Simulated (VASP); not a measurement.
# CdS (P3m1) in VASP: single point with LDA

Aim: the single point of CdS with LDA.

All numbers are computed with VASP 6.6.1; they aren't measurements. Logs are shortened: lines on timing, memory, paths and dates and some standing lists are left out, and cuts for length are marked.

## (1) The cell of the first run

The structure is trigonal, space group P3m1 (No. 156). Conventional cell: a = 4.261 Å, b = 4.261 Å, c = 5.804 Å, α = 90.00°, β = 90.00°, γ = 120.00°. Within 3.2 Å of Cd (site symmetry 3m) lie 3 S at 2.46 Å. S (site symmetry 3m) has 3 Cd at 2.46 Å within 3.2 Å.

## (2) Single point, LDA

INCAR

```
SYSTEM = CdS
  PREC = Accurate
  ENCUT = 520
  EDIFF = 1E-6
  ISMEAR = 0
  SIGMA = 0.01
  LREAL = .FALSE.
  LASPH = .TRUE.
  NELM = 80
  ALGO = Normal
  ISIF = 2
  LWAVE = .FALSE.
  LCHARG = .TRUE.
  GGA = CA
  LELF = .TRUE.
  LVHAR = .TRUE.
  NBANDS = 16
```

KPOINTS

```
Automatic mesh
0
G
  6 6 4
  0 0 0
```

POSCAR

```
CdS
1.0
    4.2611700000      0.0000000000      0.0000000000
   -2.1305850000      3.6902810000      0.0000000000
    0.0000000000      0.0000000000      5.8041730000
Cd S
1 1
Direct
    0.0000000000      0.0000000000      0.4426920000
    0.6666666667      0.3333333333      0.4343080000
```

Potentials or basis: VASP PAW LDA potentials, release 64 (Cd, S).

Launch:

```
$ cat potpaw_LDA.64/Cd/POTCAR potpaw_LDA.64/S/POTCAR > POTCAR
$ mpirun -np 1 vasp_std > vasp.out
```

OUTCAR:

```text
SYSTEM = CdS
   PREC = Accurate
   ENCUT = 520
   EDIFF = 1E-6
   ISMEAR = 0
   LREAL = .FALSE.
   LASPH = .TRUE.
   NELM = 80
   ISIF = 2
   GGA = CA

 ion  position               nearest neighbor table
   1  0.000  0.000  0.443-   2 2.46   2 2.46   2 2.46
   2  0.667  0.333  0.434-   1 2.46   1 2.46   1 2.46

  LATTYP: Found a hexagonal cell.
 ALAT       =     4.2611700000
 C/A-ratio  =     1.3621078248

  Lattice vectors:

 A1 = (   4.2611700000,   0.0000000000,   0.0000000000)
 A2 = (  -2.1305850000,   3.6902810000,   0.0000000000)
 A3 = (   0.0000000000,   0.0000000000,   5.8041730000)

Analysis of symmetry for initial positions (statically):
=====================================================================
 Subroutine PRICEL returns:
 Original cell was already a primitive cell.

 Routine SETGRP: Setting up the symmetry group for a
 hexagonal supercell.

 Subroutine GETGRP returns: Found  6 space group operations
 (whereof  6 operations were pure point group operations)
 out of a pool of 24 trial point group operations.

The static configuration has the point symmetry C_3v.

Analysis of symmetry for dynamics (positions and initial velocities):
=====================================================================
 Subroutine PRICEL returns:
 Original cell was already a primitive cell.

 Routine SETGRP: Setting up the symmetry group for a
 hexagonal supercell.

 Subroutine GETGRP returns: Found  6 space group operations
 (whereof  6 operations were pure point group operations)
 out of a pool of 24 trial point group operations.

The dynamic configuration has the point symmetry C_3v.

 Subroutine INISYM returns: Found  6 space group operations
 (whereof  6 operations are pure point group operations),
 and found     1 'primitive' translations

----------------------------------------------------------------------------------------

                                     Primitive cell

  volume of cell :      91.2701

  direct lattice vectors                    reciprocal lattice vectors
     4.261170000  0.000000000  0.000000000     0.234677330  0.135491037  0.000000000
    -2.130585000  3.690281000  0.000000000     0.000000000  0.270982074  0.000000000
     0.000000000  0.000000000  5.804173000     0.000000000  0.000000000  0.172289834

  length of vectors
     4.261170000  4.261169593  5.804173000     0.270982048  0.270982074  0.172289834

  position of ions in fractional coordinates (direct lattice)
     0.000000000  0.000000000  0.442692000
     0.666666667  0.333333333  0.434308000

  ion indices of the primitive-cell ions
   primitive index   ion index
                 1           1
                 2           2

----------------------------------------------------------------------------------------

 KPOINTS: Automatic mesh

Automatic generation of k-mesh.
 Grid dimensions read from file:
 generate k-points for:    6    6    4

 Generating k-lattice:

  Cartesian coordinates                     Fractional coordinates (reciprocal lattice)
     0.039112888  0.022581840  0.000000000     0.166666667  0.000000000  0.000000000
     0.000000000  0.045163679  0.000000000     0.000000000  0.166666667  0.000000000
     0.000000000  0.000000000  0.043072458     0.000000000  0.000000000  0.250000000

  Length of vectors
     0.045163675  0.045163679  0.043072458

  Shift w.r.t. Gamma in fractional coordinates (k-lattice)
     0.000000000  0.000000000  0.000000000

 Subroutine IBZKPT returns following result:
 ===========================================

 Found     24 irreducible k-points:

 Following reciprocal coordinates:
            Coordinates               Weight
  0.000000  0.000000  0.000000      1.000000
  0.166667  0.000000  0.000000      6.000000
  0.333333  0.000000  0.000000      6.000000
  0.500000 -0.000000  0.000000      3.000000
  0.166667  0.166667  0.000000      6.000000
  0.333333  0.166667  0.000000     12.000000
[... 16 lines left out ...]
  0.333333  0.166667  0.500000     12.000000
  0.333333  0.333333  0.500000      2.000000
   k-points           NKPTS =     24   k-points in BZ     NKDIM =     24   number of bands    NBANDS=     16
   number of dos      NEDOS =    301   number of ions     NIONS =      2
   total plane-waves  NPLWV =  49152
   dimension x,y,z NGX =    32 NGY =   32 NGZ =   48
   dimension x,y,z NGXF=    64 NGYF=   64 NGZF=   96
   ions per type =               1   1
   NGX,Y,Z   is equivalent  to a cutoff of  12.48, 12.48, 13.75 a.u.
   NGXF,Y,Z  is equivalent  to a cutoff of  24.97, 24.97, 27.50 a.u.
 SYSTEM =  CdS
   PREC   = accura    normal or accurate (medium, high low for compatibility)
   ISTART =      0    job   : 0-new  1-cont  2-samecut
   ICHARG =      2    charge: 1-file 2-atom 10-const
   ISPIN  =      1    spin polarized calculation?
   LNONCOLLINEAR =      F non collinear calculations
   LSORBIT =      F    spin-orbit coupling
   LASPH  =      T    aspherical Exc in radial PAW
   ENCUT  =  520.0 eV  38.22 Ry    6.18 a.u.   7.92  7.92 10.79*2*pi/ulx,y,z
   NELM   =     80;   NELMIN=  2; NELMDL= -5     # of ELM steps
   EDIFF  = 0.1E-05   stopping-criterion for ELM
   LREAL  =      F    real-space projection
   EDIFFG = 0.1E-04   stopping-criterion for IOM
   NSW    =      0    number of steps for IOM
   IBRION =     -1    ionic relax: 0-MD 1-quasi-New 2-CG
   NFREE  =      0    steps in history (QN), initial steepest desc. (CG)
   ISIF   =      2    stress and relaxation
   ISYM   =      2    0-nonsym 1-usesym 2-fastsym
   POTIM  = 0.5000    time-step for ionic-motion
   TEBEG  =    0.0;   TEEND  =   0.0 temperature during run
   PSTRESS=    0.0 pullay stress
   NELECT =      18.0000    total number of electrons
   NUPDOWN=      -1.0000    fix difference up-down
   EMIN   =  10.00;   EMAX   =-10.00  energy-range for DOS
   EFERMI =   0.00;   METHOD = LEGACY
   ISMEAR =     0;   SIGMA  =   0.01  broadening in eV -4-tet -1-fermi 0-gaus
   EFERMI_NEDOS =   21; number of points for ismear=-14 and -15
   IALGO  =     38    algorithm
   IMIX   =      4    mixing-type and parameters
     AMIX     =   0.40;   BMIX     =  1.00
     AMIX_MAG =   1.60;   BMIX_MAG =  1.00
  volume/ion in A,a.u.               =      45.64       307.96
  Fermi-wavevector in a.u.,A,eV,Ry     =   0.952919  1.800756 12.354841  0.908055
  Thomas-Fermi vector in A             =   2.081527
   LORBIT       =      0    0 simple, 1 ext, 2 COOP (PROOUT), +10 PAW based schemes
   GGA     = CA    functional components
   LHFCALC =     F    Hartree Fock is set to
   AEXX    =    0.0000 exact exchange contribution
   IVDW    =     0    specifies the selected vdW correction
   LEPSILON=     F    determine dielectric tensor
   LRPA    =     F    only Hartree local field effects (RPA)
 non-spin polarized calculation
 Gauss-broadening in eV      SIGMA  =   0.01
  energy-cutoff  :      520.00
  volume of cell :       91.27
 maximum number of plane-waves:      2490
   NGX = 15   NGY = 15   NGZ = 21

 number of electron      18.0000002 magnetization

 Free energy of the ion-electron system (eV)
  ---------------------------------------------------
  ext. energy  EPLUGINS =         0.00000000
  ---------------------------------------------------
  free energy    TOTEN  =        -6.59660850 eV

  energy without entropy =       -6.59660850  energy(sigma->0) =       -6.59660850

 E-fermi :  -2.2818     XC(G=0):  -6.5384

 val. band max:       -2.3614668727   @ k =   0.3333   0.3333   0.0000
 cond. band min:      -1.0877186497   @ k =   0.0000   0.0000   0.0000
 fundamental gap:      1.2737482231
 Fermi energy:        -2.2817959188

 k-point     1 :       0.0000    0.0000    0.0000
  band No.  band energies     occupation
      1     -13.9363      2.00000
      2     -10.0486      2.00000
      3     -10.0486      2.00000
      4      -9.5160      2.00000
      5      -9.5160      2.00000
      6      -9.2978      2.00000
[... 8 lines left out ...]
     15       8.3480      0.00000
     16       9.3301      0.00000

 k-point     2 :       0.1667    0.0000    0.0000
  band No.  band energies     occupation
      1     -13.8503      2.00000
      2     -10.0068      2.00000
      3      -9.9796      2.00000
      4      -9.5443      2.00000
      5      -9.5200      2.00000
      6      -9.2717      2.00000
[... 8 lines left out ...]
     15       9.0428      0.00000
     16       9.1697      0.00000

 k-point     3 :       0.3333    0.0000    0.0000
  band No.  band energies     occupation
      1     -13.6767      2.00000
      2      -9.8583      2.00000
      3      -9.8320      2.00000
      4      -9.5984      2.00000
      5      -9.5280      2.00000
      6      -9.2033      2.00000
[... 8 lines left out ...]
     15       7.6568      0.00000
     16       8.0922      0.00000

 k-point     4 :       0.5000   -0.0000    0.0000
  band No.  band energies     occupation
      1     -13.5897      2.00000
      2      -9.7525      2.00000
      3      -9.7416      2.00000
      4      -9.6240      2.00000
      5      -9.5319      2.00000
      6      -9.1419      2.00000
[... 8 lines left out ...]
     15       7.7259      0.00000
     16       8.2415      0.00000
[... 324 lines left out ...]
 k-point    22 :       0.1667    0.1667    0.5000
  band No.  band energies     occupation
      1     -13.7173      2.00000
      2      -9.9405      2.00000
      3      -9.8406      2.00000
      4      -9.5832      2.00000
      5      -9.5305      2.00000
      6      -9.2104      2.00000
[... 8 lines left out ...]
     15       6.9734      0.00000
     16       7.6272      0.00000

 k-point    23 :       0.3333    0.1667    0.5000
  band No.  band energies     occupation
      1     -13.5875      2.00000
      2      -9.8222      2.00000
      3      -9.7189      2.00000
      4      -9.6167      2.00000
      5      -9.5428      2.00000
      6      -9.0879      2.00000
[... 8 lines left out ...]
     15       7.8119      0.00000
     16       8.0901      0.00000

 k-point    24 :       0.3333    0.3333    0.5000
  band No.  band energies     occupation
      1     -13.5447      2.00000
      2      -9.7745      2.00000
      3      -9.7287      2.00000
      4      -9.6169      2.00000
      5      -9.5579      2.00000
      6      -8.9622      2.00000
[... 8 lines left out ...]
     15       6.9070      0.00000
     16       8.4389      0.00000

------------------------ aborting loop because EDIFF is reached ----------------------------------------

  FORCE on cell =-STRESS in cart. coord.  units (eV):
  Direction    XX          YY          ZZ          XY          YZ          ZX
  --------------------------------------------------------------------------------------
  -------------------------------------------------------------------------------------
  Total       -1.9060922     -1.9060917     -0.0613376      0.0000000     -0.0000000      0.0000000
  in kB      -33.4599928    -33.4599842     -1.0767351      0.0000000     -0.0000000      0.0000000
  external PRESSURE =     -22.6655707 kB  Pullay stress =       0.0000000 kB

 VOLUME and BASIS-vectors are now :
 -----------------------------------------------------------------------------
  energy-cutoff  :      520.00
  volume of cell :       91.27
      direct lattice vectors                 reciprocal lattice vectors
     4.261170000  0.000000000  0.000000000     0.234677330  0.135491037  0.000000000
    -2.130585000  3.690281000  0.000000000     0.000000000  0.270982074  0.000000000
     0.000000000  0.000000000  5.804173000     0.000000000  0.000000000  0.172289834

 POSITION                                       TOTAL-FORCE (eV/Angst)
 -----------------------------------------------------------------------------------
      0.00000      0.00000      2.56946         0.000000      0.000000     -0.023162
      2.13059      1.23009      2.52080        -0.000000     -0.000000      0.023162
 -----------------------------------------------------------------------------------
    total drift:                                0.000001      0.000005      0.000025

  FREE ENERGIE OF THE ION-ELECTRON SYSTEM (eV)
  ---------------------------------------------------
  free  energy   TOTEN  =        -6.5966085047 eV

  energy  without entropy=       -6.5966085047  energy(sigma->0) =       -6.59660850
```

Run time: 31 s. Hardware: 1 thread of AMD EPYC 7R13 (Zen 3), shared host; peak memory 0.16 GiB.

Results:

| Item | Value |
| --- | --- |
| Free energy | -6.5966 eV |
| Pressure | -2.3 GPa |
| Largest force | 0.023 eV/Å |
| Band gap on the k mesh | 1.27 eV, indirect (least direct gap 1.29 eV) |

Forces in eV/Å, atoms in the order of the input:
```
Cd   0.000  0.000 -0.023
S    0.000  0.000  0.023
```
